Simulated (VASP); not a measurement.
Set up this calculation in VASP 6.6.1, as the native input.

| Item | Value |
| --- | --- |
| Task | relaxation of cell and atoms |
| Functional | PBE |
| Dispersion | D3(BJ) |
| Potentials or basis | VASP PAW PBE potentials, release 64 (P) |
| Cutoff | 600 eV |
| k mesh | 10 × 10 × 8 |
| Occupations | gaussian, width 0.01 eV |
| Spin | no spin polarisation |
| Dipole correction | no |
| Further INCAR settings | ALGO = Normal; EDIFF = 1e-06; IBRION = 2; EDIFFG = -0.02; NSW = 90; ISIF = 3 |

The structure of P lies in POSCAR:

```
P
1.0
    1.6582000000     -5.2420000000      0.0000000000
    1.6582000000      5.2420000000      0.0000000000
    0.0000000000      0.0000000000      4.3793000000
P
4
Direct
    0.8983800000      0.1016200000      0.0806800000
    0.6016200000      0.3983800000      0.5806800000
    0.1016200000      0.8983800000      0.9193200000
    0.3983800000      0.6016200000      0.4193200000
```

The input as run:

INCAR

```
PREC = Accurate
ENCUT = 600
EDIFF = 1E-6
ISMEAR = 0
SIGMA = 0.01
LREAL = False
LASPH = True
NELM = 60
ALGO = Normal
ISIF = 3
LWAVE = False
LCHARG = False
GGA = PE
IVDW = 12
IBRION = 2
NSW = 90
EDIFFG = -0.02
```

KPOINTS

```
regular mesh
0
Gamma
  10 10 8
```

Potentials or basis: VASP PAW PBE potentials, release 64 (P).

Command:

```bash
$ cat potpaw_PBE.64/P/POTCAR > POTCAR
$ mpirun -np 1 vasp_std > vasp.out
```

It gave:

```json
{"Relaxed volume": "17.68 Å³/atom", "Relaxed cell": "a = 5.363 Å, b = 5.363 Å, c = 4.183 Å, α = 90.00°, β = 90.00°, γ = 144.01°", "Space group after relaxing (to 0.1 Å)": "Cmce (No. 64)", "Energy gained by relaxing": "8.1 meV/atom", "Ionic steps": "10", "Pressure after relaxing": "0.0 GPa", "Largest force after relaxing": "0.006 eV/Å", "Band gap on the k mesh": "zero (bands 10 and 11 overlap by 0.09 eV)", "Dispersion energy per atom": "-0.397 eV"}
```

Wall time 9.8 min on 1 thread of Intel(R) Xeon(R) 6975P-C (Granite Rapids), on a shared host, peak memory 0.39 GiB.
